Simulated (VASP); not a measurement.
Here is a VASP 6.6.1 calculation.

INCAR

```
SYSTEM = ScAl3N4
PREC = Accurate
ENCUT = 520
EDIFF = 1E-6
ISMEAR = 0
SIGMA = 0.1
LREAL = Auto
LASPH = .TRUE.
NELM = 100
ALGO = Normal
ISIF = 2
LWAVE = .FALSE.
LCHARG = .FALSE.
GGA = PE
NBANDS = 54
```

File KPOINTS:

```
Automatic mesh
0
G
  4 4 2
  0 0 0
```

The input POSCAR:

```
ScAl3N4
1.0
    0.0000000000      0.0000000000     -5.0646774199
    0.0000000000     -5.6099080262      0.0000000000
   -6.4831549946      0.0000000000      0.0000000000
Sc Al N
2 6 8
Direct
    0.0091752020      0.1634312684      1.0000000000
    0.5091752020      0.8365687316      0.5000000000
    0.4951104282      0.8212189560      1.0000000000
    0.9951104282      0.1787810440      0.5000000000
    0.9954886009      0.6622238626      0.7497057061
    0.4954886009      0.3377761374      0.2497057061
    0.4954886009      0.3377761374      0.7502942939
    0.9954886009      0.6622238626      0.2502942939
    0.1186877613      0.8043605191      0.0000000000
    0.5813547520      0.1586205597      1.0000000000
    0.6198473273      0.6560093785      0.7658651568
    0.6198473273      0.6560093785      0.2341348432
    0.6186877613      0.1956394809      0.5000000000
    0.0813547520      0.8413794403      0.5000000000
    0.1198473273      0.3439906215      0.2658651568
    0.1198473273      0.3439906215      0.7341348432
```

Potentials or basis: VASP PAW PBE potentials, release 64 (Sc_sv, Al, N).

Launch:

```sh
$ cat potpaw_PBE.64/Sc_sv/POTCAR potpaw_PBE.64/Al/POTCAR potpaw_PBE.64/N/POTCAR > POTCAR
$ mpirun -np 1 vasp_std > vasp.out
```

Question: Estimate the pressure.

Answer: 0.0 GPa.

Question: What does it give for the largest force?

Answer: 0.074 eV/Å.

Question: Predict the band gap on the k mesh.

Answer: 3.68 eV, direct.

Forces on the atoms (eV/Å):
```
Sc   0.000  0.003  0.008
Sc   0.000 -0.003  0.008
Al   0.000 -0.001 -0.002
Al   0.000  0.001 -0.002
Al  -0.001 -0.004 -0.001
Al  -0.001  0.004 -0.001
Al   0.001  0.004 -0.001
Al   0.001 -0.004 -0.001
N    0.000  0.072 -0.016
N    0.000 -0.002  0.047
N   -0.052  0.032 -0.018
N    0.052  0.032 -0.018
N    0.000 -0.072 -0.016
N    0.000  0.002  0.047
N   -0.052 -0.032 -0.018
N    0.052 -0.032 -0.018
```

Caveat: the k points lie up to 0.48 Å⁻¹ apart. A k mesh can miss the band edges.
